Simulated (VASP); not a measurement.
# KI (Cmmm) in VASP: single point with PBE+D3(BJ)

Aim: the single point of KI with PBE+D3(BJ).

Program: VASP 6.6.1. These are calculated values, not measurements. Logs are shortened: lines on timing, memory, paths and dates and some standing lists are left out, and cuts for length are marked.

## (1) The cell of the first run

Symmetry: Cmmm, No. 65, orthorhombic system. The conventional cell has a = 4.966 Å, b = 7.560 Å, c = 4.966 Å, α = 90.00°, β = 90.00°, γ = 90.00°. K (site symmetry mmm) has 8 I at 3.51 to 4.52 Å and 4 K at 4.52 Å within 4.6 Å. Within 4.6 Å of I (site symmetry mmm) lie 8 K at 3.51 to 4.52 Å and 4 I at 4.52 Å.

## (2) Single point, PBE+D3(BJ)

File INCAR:

```
SYSTEM = KI
PREC = Accurate
ENCUT = 520
EDIFF = 1E-6
ISMEAR = 0
SIGMA = 0.1
LREAL = .FALSE.
LASPH = .TRUE.
NELM = 80
ALGO = Normal
ISIF = 2
LWAVE = .FALSE.
LCHARG = .FALSE.
GGA = PE
IVDW = 12
NBANDS = 15
```

File KPOINTS:

```
regular mesh
0
G
  4 4 4
  0 0 0
```

File POSCAR:

```
KI
1.0
    2.4831594000     -3.7800000000      0.0000000000
    2.4831594000      3.7800000000      0.0000000000
    0.0000000000      0.0000000000      4.9663188000
K I
1 1
Direct
    0.0000000000      0.0000000000      0.0000000000
    0.5000000000      0.5000000000      0.5000000000
```

Potentials or basis: VASP PAW PBE potentials, release 64 (K_sv, I).

On the command line:

```console
> cat potpaw_PBE.64/K_sv/POTCAR potpaw_PBE.64/I/POTCAR > POTCAR
> mpirun -np 1 vasp_std > vasp.out
```

OUTCAR:

```text
SYSTEM = KI
   PREC = Accurate
   ENCUT = 520
   EDIFF = 1E-6
   ISMEAR = 0
   LREAL = .FALSE.
   LASPH = .TRUE.
   NELM = 80
   ISIF = 2
   GGA = PE
   IVDW = 12
 IVDW          = 12

 ion  position               nearest neighbor table
   1  0.000  0.000  0.000-   2 3.51   2 3.51   2 3.51   2 3.51
   2  0.500  0.500  0.500-   1 3.51   1 3.51   1 3.51   1 3.51

  LATTYP: Found a base centered orthorhombic cell.
 ALAT       =     4.9663188000
 B/A-ratio  =     1.5222542701
 C/A-ratio  =     1.0000000000

  Lattice vectors:

 A1 = (   2.4831594000,  -3.7800000000,   0.0000000000)
 A2 = (   2.4831594000,   3.7800000000,   0.0000000000)
 A3 = (   0.0000000000,   0.0000000000,   4.9663188000)

Analysis of symmetry for initial positions (statically):
=====================================================================
 Subroutine PRICEL returns:
 Original cell was already a primitive cell.

 Routine SETGRP: Setting up the symmetry group for a
 base centered orthorhombic supercell.

 Subroutine GETGRP returns: Found  8 space group operations
 (whereof  8 operations were pure point group operations)
 out of a pool of  8 trial point group operations.

The static configuration has the point symmetry D_2h.

Analysis of symmetry for dynamics (positions and initial velocities):
=====================================================================
 Subroutine PRICEL returns:
 Original cell was already a primitive cell.

 Routine SETGRP: Setting up the symmetry group for a
 base centered orthorhombic supercell.

 Subroutine GETGRP returns: Found  8 space group operations
 (whereof  8 operations were pure point group operations)
 out of a pool of  8 trial point group operations.

The dynamic configuration has the point symmetry D_2h.

 Subroutine INISYM returns: Found  8 space group operations
 (whereof  8 operations are pure point group operations),
 and found     1 'primitive' translations

----------------------------------------------------------------------------------------

                                     Primitive cell

  volume of cell :      93.2311

  direct lattice vectors                    reciprocal lattice vectors
     2.483159400 -3.780000000  0.000000000     0.201356385 -0.132275132  0.000000000
     2.483159400  3.780000000  0.000000000     0.201356385  0.132275132  0.000000000
     0.000000000  0.000000000  4.966318800     0.000000000  0.000000000  0.201356385

  length of vectors
     4.522662999  4.522662999  4.966318800     0.240917215  0.240917215  0.201356385

  position of ions in fractional coordinates (direct lattice)
     0.000000000  0.000000000  0.000000000
     0.500000000  0.500000000  0.500000000

  ion indices of the primitive-cell ions
   primitive index   ion index
                 1           1
                 2           2

----------------------------------------------------------------------------------------

 KPOINTS: regular mesh

Automatic generation of k-mesh.
 Grid dimensions read from file:
 generate k-points for:    4    4    4

 Generating k-lattice:

  Cartesian coordinates                     Fractional coordinates (reciprocal lattice)
     0.050339096 -0.033068783  0.000000000     0.250000000  0.000000000  0.000000000
     0.050339096  0.033068783  0.000000000     0.000000000  0.250000000  0.000000000
     0.000000000  0.000000000  0.050339096     0.000000000  0.000000000  0.250000000

  Length of vectors
     0.060229304  0.060229304  0.050339096

  Shift w.r.t. Gamma in fractional coordinates (k-lattice)
     0.000000000  0.000000000  0.000000000

 Subroutine IBZKPT returns following result:
 ===========================================

 Found     21 irreducible k-points:

 Following reciprocal coordinates:
            Coordinates               Weight
  0.000000  0.000000  0.000000      1.000000
  0.250000  0.000000  0.000000      4.000000
  0.500000  0.000000  0.000000      2.000000
  0.250000  0.250000  0.000000      2.000000
  0.500000  0.250000  0.000000      4.000000
 -0.250000  0.250000  0.000000      2.000000
[... 13 lines left out ...]
 -0.250000  0.250000  0.500000      2.000000
  0.500000  0.500000  0.500000      1.000000
   k-points           NKPTS =     21   k-points in BZ     NKDIM =     21   number of bands    NBANDS=     15
   number of dos      NEDOS =    301   number of ions     NIONS =      2
   total plane-waves  NPLWV =  51840
   dimension x,y,z NGX =    36 NGY =   36 NGZ =   40
   dimension x,y,z NGXF=    72 NGYF=   72 NGZF=   80
   ions per type =               1   1
   NGX,Y,Z   is equivalent  to a cutoff of  13.23, 13.23, 13.39 a.u.
   NGXF,Y,Z  is equivalent  to a cutoff of  26.47, 26.47, 26.78 a.u.
 SYSTEM =  KI
   PREC   = accura    normal or accurate (medium, high low for compatibility)
   ISTART =      0    job   : 0-new  1-cont  2-samecut
   ICHARG =      2    charge: 1-file 2-atom 10-const
   ISPIN  =      1    spin polarized calculation?
   LNONCOLLINEAR =      F non collinear calculations
   LSORBIT =      F    spin-orbit coupling
   LASPH  =      T    aspherical Exc in radial PAW
   ENCUT  =  520.0 eV  38.22 Ry    6.18 a.u.   8.41  8.41  9.23*2*pi/ulx,y,z
   NELM   =     80;   NELMIN=  2; NELMDL= -5     # of ELM steps
   EDIFF  = 0.1E-05   stopping-criterion for ELM
   LREAL  =      F    real-space projection
   EDIFFG = 0.1E-04   stopping-criterion for IOM
   NSW    =      0    number of steps for IOM
   IBRION =     -1    ionic relax: 0-MD 1-quasi-New 2-CG
   NFREE  =      0    steps in history (QN), initial steepest desc. (CG)
   ISIF   =      2    stress and relaxation
   ISYM   =      2    0-nonsym 1-usesym 2-fastsym
   POTIM  = 0.5000    time-step for ionic-motion
   TEBEG  =    0.0;   TEEND  =   0.0 temperature during run
   PSTRESS=    0.0 pullay stress
   NELECT =      16.0000    total number of electrons
   NUPDOWN=      -1.0000    fix difference up-down
   EMIN   =  10.00;   EMAX   =-10.00  energy-range for DOS
   EFERMI =   0.00;   METHOD = LEGACY
   ISMEAR =     0;   SIGMA  =   0.10  broadening in eV -4-tet -1-fermi 0-gaus
   EFERMI_NEDOS =   21; number of points for ismear=-14 and -15
   IALGO  =     38    algorithm
   IMIX   =      4    mixing-type and parameters
     AMIX     =   0.40;   BMIX     =  1.00
     AMIX_MAG =   1.60;   BMIX_MAG =  1.00
  volume/ion in A,a.u.               =      46.62       314.58
  Fermi-wavevector in a.u.,A,eV,Ry     =   0.909762  1.719201 11.261094  0.827667
  Thomas-Fermi vector in A             =   2.033845
   LORBIT       =      0    0 simple, 1 ext, 2 COOP (PROOUT), +10 PAW based schemes
   GGA     = PE    functional components
   LHFCALC =     F    Hartree Fock is set to
   AEXX    =    0.0000 exact exchange contribution
   IVDW    =    12    specifies the selected vdW correction
   LEPSILON=     F    determine dielectric tensor
   LRPA    =     F    only Hartree local field effects (RPA)
 non-spin polarized calculation
 Gauss-broadening in eV      SIGMA  =   0.10
  energy-cutoff  :      520.00
  volume of cell :       93.23
 maximum number of plane-waves:      2530
 NGX is ok and might be reduce to    36
   NGX = 17   NGY = 17   NGZ = 19

 number of electron      16.0000000 magnetization

 Free energy of the ion-electron system (eV)
  ---------------------------------------------------
  ext. energy  EPLUGINS =         0.00000000
  ---------------------------------------------------
  free energy    TOTEN  =        -5.29924161 eV

  energy without entropy =       -5.29924161  energy(sigma->0) =       -5.29924161

 E-fermi :   0.5277     XC(G=0):  -6.9872

 val. band max:        0.0979275884   @ k =   0.0000   0.0000   0.5000
 cond. band min:       2.7936651183   @ k =   0.0000   0.0000   0.0000
 fundamental gap:      2.6957375299
 Fermi energy:         0.5277175235

 k-point     1 :       0.0000    0.0000    0.0000
  band No.  band energies     occupation
      1     -29.5399      2.00000
      2     -13.0533      2.00000
      3     -13.0023      2.00000
      4     -12.9765      2.00000
      5     -10.9219      2.00000
      6      -0.8498      2.00000
      7      -0.3398      2.00000
      8       0.0224      2.00000
      9       2.7937      0.00000
     10       4.8367      0.00000
     11       5.9272      0.00000
     12       7.1613      0.00000
     13       7.1759      0.00000
     14       8.6352      0.00000
     15       9.9935      0.00000

 k-point     2 :       0.2500    0.0000    0.0000
  band No.  band energies     occupation
      1     -29.5385      2.00000
      2     -13.0781      2.00000
      3     -13.0383      2.00000
      4     -12.9704      2.00000
      5     -10.8006      2.00000
      6      -1.1536      2.00000
      7      -0.8573      2.00000
      8      -0.2384      2.00000
      9       3.6854      0.00000
     10       5.7595      0.00000
     11       6.0933      0.00000
     12       7.3646      0.00000
     13       7.4749      0.00000
     14       8.1240      0.00000
     15       8.9107      0.00000

 k-point     3 :       0.5000    0.0000    0.0000
  band No.  band energies     occupation
      1     -29.5370      2.00000
      2     -13.1191      2.00000
      3     -13.0546      2.00000
      4     -12.9642      2.00000
      5     -10.6780      2.00000
      6      -1.8024      2.00000
      7      -0.8640      2.00000
      8      -0.3892      2.00000
      9       4.7745      0.00000
     10       5.6697      0.00000
     11       6.6498      0.00000
     12       7.6340      0.00000
     13       7.6589      0.00000
     14       7.7729      0.00000
     15       8.9579      0.00000

 k-point     4 :       0.2500    0.2500    0.0000
  band No.  band energies     occupation
      1     -29.5370      2.00000
      2     -13.0890      2.00000
      3     -13.0844      2.00000
      4     -12.9642      2.00000
      5     -10.6803      2.00000
      6      -1.4852      2.00000
      7      -0.8606      2.00000
      8      -0.8489      2.00000
      9       4.6303      0.00000
     10       6.1884      0.00000
     11       7.1400      0.00000
     12       7.1772      0.00000
     13       7.9950      0.00000
     14       8.2933      0.00000
     15       8.3968      0.00000
[... 253 lines left out ...]
 k-point    19 :       0.5000    0.2500    0.5000
  band No.  band energies     occupation
      1     -29.5357      2.00000
      2     -13.1019      2.00000
      3     -13.0262      2.00000
      4     -13.0111      2.00000
      5     -10.6661      2.00000
      6      -1.3620      2.00000
      7      -1.3340      2.00000
      8      -0.8066      2.00000
      9       4.3635      0.00000
     10       6.3537      0.00000
     11       6.5674      0.00000
     12       7.0335      0.00000
     13       7.6728      0.00000
     14       8.6232      0.00000
     15       8.9257      0.00000

 k-point    20 :      -0.2500    0.2500    0.5000
  band No.  band energies     occupation
      1     -29.5371      2.00000
      2     -13.0846      2.00000
      3     -13.0445      2.00000
      4     -13.0076      2.00000
      5     -10.6779      2.00000
      6      -1.6670      2.00000
      7      -0.7896      2.00000
      8      -0.7465      2.00000
      9       4.6430      0.00000
     10       6.3823      0.00000
     11       6.7581      0.00000
     12       7.0333      0.00000
     13       7.4629      0.00000
     14       9.0516      0.00000
     15       9.1820      0.00000

 k-point    21 :       0.5000    0.5000    0.5000
  band No.  band energies     occupation
      1     -29.5350      2.00000
      2     -13.1166      2.00000
      3     -13.0281      2.00000
      4     -13.0189      2.00000
      5     -10.5931      2.00000
      6      -1.4802      2.00000
      7      -1.4193      2.00000
      8      -0.9664      2.00000
      9       4.4394      0.00000
     10       5.9743      0.00000
     11       7.3355      0.00000
     12       7.4294      0.00000
     13       7.5754      0.00000
     14       8.8722      0.00000
     15       9.1577      0.00000

------------------------ aborting loop because EDIFF is reached ----------------------------------------

 Edisp (eV)   -0.43462

 E8    (eV) :    -0.2119

  FORCE on cell =-STRESS in cart. coord.  units (eV):
  Direction    XX          YY          ZZ          XY          YZ          ZX
  --------------------------------------------------------------------------------------
  -------------------------------------------------------------------------------------
  Total       0.16505    -0.22536    -1.36005     0.00000     0.00000     0.00000
  in kB       2.83640    -3.87283   -23.37239     0.00000     0.00000     0.00000
  external pressure =       -8.14 kB  Pullay stress =        0.00 kB

 VOLUME and BASIS-vectors are now :
 -----------------------------------------------------------------------------
  energy-cutoff  :      520.00
  volume of cell :       93.23
      direct lattice vectors                 reciprocal lattice vectors
     2.483159400 -3.780000000  0.000000000     0.201356385 -0.132275132  0.000000000
     2.483159400  3.780000000  0.000000000     0.201356385  0.132275132  0.000000000
     0.000000000  0.000000000  4.966318800     0.000000000  0.000000000  0.201356385

 POSITION                                       TOTAL-FORCE (eV/Angst)
 -----------------------------------------------------------------------------------
      0.00000      0.00000      0.00000         0.000000     -0.000000      0.000000
      2.48316      0.00000      2.48316        -0.000000      0.000000      0.000000
 -----------------------------------------------------------------------------------
    total drift:                                0.000000      0.000000      0.000000

  FREE ENERGIE OF THE ION-ELECTRON SYSTEM (eV)
  ---------------------------------------------------
  free  energy   TOTEN  =        -5.7338642042 eV

  energy  without entropy=       -5.7338642042  energy(sigma->0) =       -5.73386420
```

It took 36 s on 1 thread of Oxide Virtual Turin-like, shared host; peak memory 0.2 GiB.

Results:

| Quantity | Value |
| --- | --- |
| Free energy | -5.7339 eV |
| Pressure | -0.8 GPa |
| Band gap on the k mesh | 2.70 eV, indirect (least direct gap 2.77 eV) |
| Dispersion energy per atom | -0.217 eV |

Caveat: spin-orbit coupling is left out, which moves the levels of the heavy elements.
